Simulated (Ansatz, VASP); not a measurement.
# SiNi: VASP beside Ansatz

```
CELL_PARAMETERS angstrom
-5.13841 3.39706 5.59850
5.13841 -3.39706 5.59850
5.13841 3.39706 -5.59850
ATOMIC_POSITIONS crystal
Si 0.16792 0.20337 0.78545
Si 0.16792 0.70337 0.28545
Si 0.66792 0.20337 0.28545
Si 0.66792 0.70337 0.78545
Si 0.33208 0.29663 0.21455
Si 0.33208 0.79663 0.71455
Si 0.83208 0.29663 0.71455
Si 0.83208 0.79663 0.21455
Si 0.33208 0.11753 0.53545
Si 0.33208 0.61753 0.03545
Si 0.83208 0.11753 0.03545
Si 0.83208 0.61753 0.53545
Si 0.16792 0.38247 0.46455
Si 0.16792 0.88247 0.96455
Si 0.66792 0.38247 0.96455
Si 0.66792 0.88247 0.46455
Ni 0.46929 0.09849 0.87920
Ni 0.46929 0.59849 0.37920
Ni 0.96929 0.09849 0.37920
Ni 0.96929 0.59849 0.87920
Ni 0.03071 0.40151 0.12080
Ni 0.03071 0.90151 0.62080
Ni 0.53071 0.40151 0.62080
Ni 0.53071 0.90151 0.12080
Ni 0.03071 0.40992 0.62920
Ni 0.03071 0.90992 0.12920
Ni 0.53071 0.40992 0.12920
Ni 0.53071 0.90992 0.62920
Ni 0.46929 0.09008 0.37080
Ni 0.46929 0.59008 0.87080
Ni 0.96929 0.09008 0.87080
Ni 0.96929 0.59008 0.37080
```

Alike in both runs: task single point; functional PBE; k mesh 1 × 1 × 1; occupations methfessel-paxton of order 1, width 0.1 eV; no spin polarisation.

|  | VASP | Ansatz |
| --- | --- | --- |
| version | VASP 6.6.1 | Ansatz 0.2.0 |
| potentials or method | VASP PAW PBE potentials, release 64 (Si, Ni), cutoff 520 eV | plane-wave PAW DFT |
| valence electrons in the cell | 224 | 352 |

|  | VASP | Ansatz | Ansatz less VASP |
| --- | --- | --- | --- |
| rms of the force components (eV/Å) | 0.191 | 0.191 | -0.0006 |

Atom by atom the forces differ by 0.006 eV/Å (rms over components). VASP's potentials hold 224 valence electrons a cell and Ansatz's 352, so a difference there can come from the potentials and not from the codes.

The k mesh is coarse, so the values compare programs but aren't converged.
